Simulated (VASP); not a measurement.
# Si (Fd-3m) in VASP: notebook, part 2 of 2

VASP 6.6.1. Earlier steps stand in the parts before.

## Step 4: Single point, PBE

INCAR

```
SYSTEM = Si
PREC = Accurate ; ENCUT = 520
EDIFF = 1E-6 ; ISMEAR = 1
SIGMA = 0.0921 ; LREAL = .FALSE.
LASPH = .TRUE. ; NELM = 100
ALGO = Normal ; ISIF = 2
LWAVE = .FALSE. ; LCHARG = .TRUE.
GGA = PE ; LELF = .TRUE.
LVHAR = .TRUE. ; NBANDS = 11
```

KPOINTS

```
regular mesh
0
G
  11 11 11
  0 0 0
```

POSCAR

```
Si
1.0
    0.0000000000      2.7154700000      2.7154700000
    2.7154700000      0.0000000000      2.7154700000
    2.7154700000      2.7154700000      0.0000000000
Si
2
Direct
    0.5000000000      0.5000000000      0.5000000000
    0.7500000000      0.7500000000      0.7500000000
```

Potentials or basis: VASP PAW PBE potentials, release 64 (Si).

Run with:

```
$ cat potpaw_PBE.64/Si/POTCAR > POTCAR
$ mpirun -np 1 vasp_std > vasp.out
```

OUTCAR:

```text
SYSTEM = Si
   PREC = Accurate
   ENCUT = 520
   EDIFF = 1E-6
   ISMEAR = 1
   LREAL = .FALSE.
   LASPH = .TRUE.
   NELM = 100
   ISIF = 2
   GGA = PE

 ion  position               nearest neighbor table
   1  0.500  0.500  0.500-   2 2.35   2 2.35   2 2.35   2 2.35
   2  0.750  0.750  0.750-   1 2.35   1 2.35   1 2.35   1 2.35

  LATTYP: Found a face centered cubic cell.
 ALAT       =     5.4309400000

  Lattice vectors:

 A1 = (   0.0000000000,   2.7154700000,   2.7154700000)
 A2 = (   2.7154700000,   0.0000000000,   2.7154700000)
 A3 = (   2.7154700000,   2.7154700000,   0.0000000000)

Analysis of symmetry for initial positions (statically):
=====================================================================
 Subroutine PRICEL returns:
 Original cell was already a primitive cell.

 Routine SETGRP: Setting up the symmetry group for a
 face centered cubic supercell.

 Subroutine GETGRP returns: Found 48 space group operations
 (whereof 24 operations were pure point group operations)
 out of a pool of 48 trial point group operations.

The static configuration has the point symmetry T_d .
 The point group associated with its full space group is O_h .

Analysis of symmetry for dynamics (positions and initial velocities):
=====================================================================
 Subroutine PRICEL returns:
 Original cell was already a primitive cell.

 Routine SETGRP: Setting up the symmetry group for a
 face centered cubic supercell.

 Subroutine GETGRP returns: Found 48 space group operations
 (whereof 24 operations were pure point group operations)
 out of a pool of 48 trial point group operations.

The dynamic configuration has the point symmetry T_d .
 The point group associated with its full space group is O_h .

 Subroutine INISYM returns: Found 48 space group operations
 (whereof 24 operations are pure point group operations),
 and found     1 'primitive' translations

----------------------------------------------------------------------------------------

                                     Primitive cell

  volume of cell :      40.0465

  direct lattice vectors                    reciprocal lattice vectors
     0.000000000  2.715470000  2.715470000    -0.184130187  0.184130187  0.184130187
     2.715470000  0.000000000  2.715470000     0.184130187 -0.184130187  0.184130187
     2.715470000  2.715470000  0.000000000     0.184130187  0.184130187 -0.184130187

  length of vectors
     3.840254502  3.840254502  3.840254502     0.318922840  0.318922840  0.318922840

  position of ions in fractional coordinates (direct lattice)
     0.500000000  0.500000000  0.500000000
     0.750000000  0.750000000  0.750000000

  ion indices of the primitive-cell ions
   primitive index   ion index
                 1           1
                 2           2

----------------------------------------------------------------------------------------

 KPOINTS: regular mesh

Automatic generation of k-mesh.
 Grid dimensions read from file:
 generate k-points for:   11   11   11

 Generating k-lattice:

  Cartesian coordinates                     Fractional coordinates (reciprocal lattice)
    -0.016739108  0.016739108  0.016739108     0.090909091  0.000000000  0.000000000
     0.016739108 -0.016739108  0.016739108     0.000000000  0.090909091  0.000000000
     0.016739108  0.016739108 -0.016739108     0.000000000  0.000000000  0.090909091

  Length of vectors
     0.028992985  0.028992985  0.028992985

  Shift w.r.t. Gamma in fractional coordinates (k-lattice)
     0.000000000  0.000000000  0.000000000

 Subroutine IBZKPT returns following result:
 ===========================================

 Found     56 irreducible k-points:

 Following reciprocal coordinates:
            Coordinates               Weight
  0.000000  0.000000  0.000000      1.000000
  0.090909  0.000000  0.000000      8.000000
  0.181818  0.000000  0.000000      8.000000
  0.272727  0.000000  0.000000      8.000000
  0.363636  0.000000  0.000000      8.000000
  0.454545  0.000000  0.000000      8.000000
[... 16 lines left out ...]
 -0.272727  0.181818  0.000000     24.000000
 -0.181818  0.181818  0.000000     12.000000
 [... further k-points ...]
   k-points           NKPTS =     56   k-points in BZ     NKDIM =     56   number of bands    NBANDS=     11
   number of dos      NEDOS =    301   number of ions     NIONS =      2
   total plane-waves  NPLWV =  27000
   dimension x,y,z NGX =    30 NGY =   30 NGZ =   30
   dimension x,y,z NGXF=    60 NGYF=   60 NGZF=   60
   ions per type =               2
   NGX,Y,Z   is equivalent  to a cutoff of  12.99, 12.99, 12.99 a.u.
   NGXF,Y,Z  is equivalent  to a cutoff of  25.97, 25.97, 25.97 a.u.
 SYSTEM =  Si
   PREC   = accura    normal or accurate (medium, high low for compatibility)
   ISTART =      0    job   : 0-new  1-cont  2-samecut
   ICHARG =      2    charge: 1-file 2-atom 10-const
   ISPIN  =      1    spin polarized calculation?
   LNONCOLLINEAR =      F non collinear calculations
   LSORBIT =      F    spin-orbit coupling
   LASPH  =      T    aspherical Exc in radial PAW
   ENCUT  =  520.0 eV  38.22 Ry    6.18 a.u.   7.14  7.14  7.14*2*pi/ulx,y,z
   NELM   =    100;   NELMIN=  2; NELMDL= -5     # of ELM steps
   EDIFF  = 0.1E-05   stopping-criterion for ELM
   LREAL  =      F    real-space projection
   EDIFFG = 0.1E-04   stopping-criterion for IOM
   NSW    =      0    number of steps for IOM
   IBRION =     -1    ionic relax: 0-MD 1-quasi-New 2-CG
   NFREE  =      0    steps in history (QN), initial steepest desc. (CG)
   ISIF   =      2    stress and relaxation
   ISYM   =      2    0-nonsym 1-usesym 2-fastsym
   POTIM  = 0.5000    time-step for ionic-motion
   TEBEG  =    0.0;   TEEND  =   0.0 temperature during run
   PSTRESS=    0.0 pullay stress
   NELECT =       8.0000    total number of electrons
   NUPDOWN=      -1.0000    fix difference up-down
   EMIN   =  10.00;   EMAX   =-10.00  energy-range for DOS
   EFERMI =   0.00;   METHOD = LEGACY
   ISMEAR =     1;   SIGMA  =   0.09  broadening in eV -4-tet -1-fermi 0-gaus
   EFERMI_NEDOS =   21; number of points for ismear=-14 and -15
   IALGO  =     38    algorithm
   IMIX   =      4    mixing-type and parameters
     AMIX     =   0.40;   BMIX     =  1.00
     AMIX_MAG =   1.60;   BMIX_MAG =  1.00
  volume/ion in A,a.u.               =      20.02       135.12
  Fermi-wavevector in a.u.,A,eV,Ry     =   0.957010  1.808487 12.461143  0.915868
  Thomas-Fermi vector in A             =   2.085990
   LORBIT       =      0    0 simple, 1 ext, 2 COOP (PROOUT), +10 PAW based schemes
   GGA     = PE    functional components
   LHFCALC =     F    Hartree Fock is set to
   AEXX    =    0.0000 exact exchange contribution
   IVDW    =     0    specifies the selected vdW correction
   LEPSILON=     F    determine dielectric tensor
   LRPA    =     F    only Hartree local field effects (RPA)
 non-spin polarized calculation
 Methfessel and Paxton  Order N= 1 SIGMA  =   0.09
  energy-cutoff  :      520.00
  volume of cell :       40.05
 maximum number of plane-waves:      1092
 NGX is ok and might be reduce to    30
   NGX = 15   NGY = 15   NGZ = 15

 number of electron       8.0000000 magnetization

 Free energy of the ion-electron system (eV)
  ---------------------------------------------------
  ext. energy  EPLUGINS =         0.00000000
  ---------------------------------------------------
  free energy    TOTEN  =       -10.84459217 eV

  energy without entropy =      -10.84461410  energy(sigma->0) =      -10.84459948

 E-fermi :   5.8968     XC(G=0):  -9.4088

 val. band max:        5.8242251510   @ k =   0.0000   0.0000   0.0000
 cond. band min:       6.4215408635   @ k =   0.4545   0.4545   0.0000
 fundamental gap:      0.5973157125
 Fermi energy:         5.8967793728

 k-point     1 :       0.0000    0.0000    0.0000
  band No.  band energies     occupation
      1      -6.1322      2.00000
      2       5.8242      1.97371
      3       5.8242      1.97371
      4       5.8242      1.97371
      5       8.3901      0.00000
      6       8.3901      0.00000
      7       8.3901      0.00000
      8       9.1964      0.00000
      9      13.5444      0.00000
     10      13.5444      0.00000
     11      13.7833      0.00000
[... 309 lines left out ...]
 k-point    24 :      -0.1818    0.1818    0.0000
  band No.  band energies     occupation
      1      -5.0086      2.00000
      2       1.7576      2.00000
      3       3.1413      2.00000
      4       5.1391      2.00000
      5       8.8187      0.00000
      6       9.5733      0.00000
      7       9.8740      0.00000
      8      11.5120      0.00000
      9      11.9123      0.00000
     10      15.8328      0.00000
     11      16.4822      0.00000

 [... further k-points ...]
[... 5 lines left out ...]
  --------------------------------------------------------------------------------------
  -------------------------------------------------------------------------------------
  Total        0.4829345      0.4829345      0.4829345     -0.0000000      0.0000000      0.0000000
  in kB       19.3211845     19.3211845     19.3211845     -0.0000000      0.0000000      0.0000000
  external PRESSURE =      19.3211845 kB  Pullay stress =       0.0000000 kB

 VOLUME and BASIS-vectors are now :
 -----------------------------------------------------------------------------
  energy-cutoff  :      520.00
  volume of cell :       40.05
      direct lattice vectors                 reciprocal lattice vectors
     0.000000000  2.715470000  2.715470000    -0.184130187  0.184130187  0.184130187
     2.715470000  0.000000000  2.715470000     0.184130187 -0.184130187  0.184130187
     2.715470000  2.715470000  0.000000000     0.184130187  0.184130187 -0.184130187

 POSITION                                       TOTAL-FORCE (eV/Angst)
 -----------------------------------------------------------------------------------
      2.71547      2.71547      2.71547        -0.000000     -0.000000     -0.000000
      4.07320      4.07320      4.07320         0.000000      0.000000      0.000000
 -----------------------------------------------------------------------------------
    total drift:                                0.000000     -0.000000     -0.000000

  FREE ENERGIE OF THE ION-ELECTRON SYSTEM (eV)
  ---------------------------------------------------
  free  energy   TOTEN  =       -10.8445921683 eV

  energy  without entropy=      -10.8446140951  energy(sigma->0) =      -10.84459948
```

stdout:

```text
POSCAR found type information on POSCAR Si
 POSCAR found :  1 types and       2 ions
 scaLAPACK will be used
 LDA part: xc-table for (Slater+PW92), standard interpolation
 POSCAR, INCAR and KPOINTS ok, starting setup
 FFT: planning ... GRIDC
 FFT: planning ... GRID_SOFT
 FFT: planning ... GRID
 WAVECAR not read
 entering main loop
```

It took 18 s on 1 thread of Intel Xeon Platinum 8488C (Sapphire Rapids), shared host; peak memory 0.17 GiB.

Results:

* Free energy: -10.8446 eV
* Pressure: 1.9 GPa
* Band gap on the k mesh: 0.60 eV, indirect (least direct gap 2.57 eV)

A k mesh can miss the band edges. PBE gaps usually lie below the measured ones, often by a third to a half.

## Step 5: Single point, PBE

INCAR

```
PREC = Accurate
ENCUT = 520
EDIFF = 1E-7
ISMEAR = 0
SIGMA = 0.05
LREAL = F
LASPH = T
NELM = 60
ALGO = Normal
ISIF = 2
LWAVE = F
LCHARG = T
GGA = PE
LELF = T
LVHAR = T
NBANDS = 11
```

KPOINTS

```
Automatic mesh
0
Gamma
  11 11 11
```

POSCAR is that of step 4.

Potentials or basis: VASP PAW PBE potentials, release 64 (Si).

Run with:

```
$ cat potpaw_PBE.64/Si/POTCAR > POTCAR
$ mpirun -np 1 vasp_std > vasp.out
```

OUTCAR:

```text
PREC = Accurate
   ENCUT = 520
   EDIFF = 1E-7
   ISMEAR = 0
   LREAL = F
   LASPH = T
   NELM = 60
   ISIF = 2
   GGA = PE

 ion  position               nearest neighbor table
   1  0.500  0.500  0.500-   2 2.35   2 2.35   2 2.35   2 2.35
   2  0.750  0.750  0.750-   1 2.35   1 2.35   1 2.35   1 2.35

  LATTYP: Found a face centered cubic cell.
 ALAT       =     5.4309400000

  Lattice vectors:

 A1 = (   0.0000000000,   2.7154700000,   2.7154700000)
 A2 = (   2.7154700000,   0.0000000000,   2.7154700000)
 A3 = (   2.7154700000,   2.7154700000,   0.0000000000)

Analysis of symmetry for initial positions (statically):
=====================================================================
 Subroutine PRICEL returns:
 Original cell was already a primitive cell.

 Routine SETGRP: Setting up the symmetry group for a
 face centered cubic supercell.

 Subroutine GETGRP returns: Found 48 space group operations
 (whereof 24 operations were pure point group operations)
 out of a pool of 48 trial point group operations.

The static configuration has the point symmetry T_d .
 The point group associated with its full space group is O_h .

Analysis of symmetry for dynamics (positions and initial velocities):
[... 165 lines left out ...]
 fundamental gap:      0.5973730642
 Fermi energy:         6.0842986051

 k-point     1 :       0.0000    0.0000    0.0000
  band No.  band energies     occupation
      1      -6.1320      2.00000
      2       5.8244      2.00000
      3       5.8244      2.00000
      4       5.8244      2.00000
      5       8.3902      0.00000
      6       8.3902      0.00000
      7       8.3902      0.00000
      8       9.1968      0.00000
      9      13.5445      0.00000
     10      13.5445      0.00000
     11      13.7842      0.00000
[... 309 lines left out ...]
 k-point    24 :      -0.1818    0.1818    0.0000
  band No.  band energies     occupation
      1      -5.0085      2.00000
      2       1.7578      2.00000
      3       3.1415      2.00000
      4       5.1393      2.00000
      5       8.8188      0.00000
      6       9.5734      0.00000
      7       9.8743      0.00000
      8      11.5122      0.00000
      9      11.9124      0.00000
     10      15.8330      0.00000
     11      16.4827      0.00000

 [... further k-points ...]
[... 5 lines left out ...]
  --------------------------------------------------------------------------------------
  -------------------------------------------------------------------------------------
  Total        0.4817265      0.4817265      0.4817265     -0.0000000      0.0000000     -0.0000000
  in kB       19.2728559     19.2728559     19.2728559     -0.0000000      0.0000000     -0.0000000
  external PRESSURE =      19.2728559 kB  Pullay stress =       0.0000000 kB

 VOLUME and BASIS-vectors are now :
 -----------------------------------------------------------------------------
  energy-cutoff  :      520.00
  volume of cell :       40.05
      direct lattice vectors                 reciprocal lattice vectors
     0.000000000  2.715470000  2.715470000    -0.184130187  0.184130187  0.184130187
     2.715470000  0.000000000  2.715470000     0.184130187 -0.184130187  0.184130187
     2.715470000  2.715470000  0.000000000     0.184130187  0.184130187 -0.184130187

 POSITION                                       TOTAL-FORCE (eV/Angst)
 -----------------------------------------------------------------------------------
      2.71547      2.71547      2.71547         0.000000      0.000000      0.000000
      4.07320      4.07320      4.07320        -0.000000     -0.000000     -0.000000
 -----------------------------------------------------------------------------------
    total drift:                                0.000000     -0.000000     -0.000000

  FREE ENERGIE OF THE ION-ELECTRON SYSTEM (eV)
  ---------------------------------------------------
  free  energy   TOTEN  =       -10.8446053997 eV

  energy  without entropy=      -10.8446053997  energy(sigma->0) =      -10.84460540
```

Run time: 18 s. Hardware: 1 thread of Intel Xeon Platinum 8488C (Sapphire Rapids), shared host; peak memory 0.16 GiB.

What came out:

- Free energy: -10.8446 eV
- Pressure: 1.9 GPa
- Band gap on the k mesh: 0.60 eV, indirect (least direct gap 2.57 eV)

A k mesh can miss the band edges. As with any semilocal functional, this PBE gap is likely too small.

## Step 6: The runs side by side

```tsv
smearing	gap on the mesh (eV)	pressure (GPa)
fermi-dirac 0.15 eV	0.60	1.9
gaussian 0.2 eV	0.60	1.9
methfessel-paxton 0.0921 eV	0.60	1.9
gaussian 0.05 eV	0.60	1.9
```

Alike in all rows: task single point; level PBE; potentials or basis VASP PAW PBE potentials, release 64 (Si); no spin polarisation; cell as given; k mesh 11 × 11 × 11; cutoff (eV) 520.

On the cell as given the gap runs from 0.60 eV (PBE) to 0.60 eV (PBE).

Absolute energies hang on the potentials; compare differences alone.
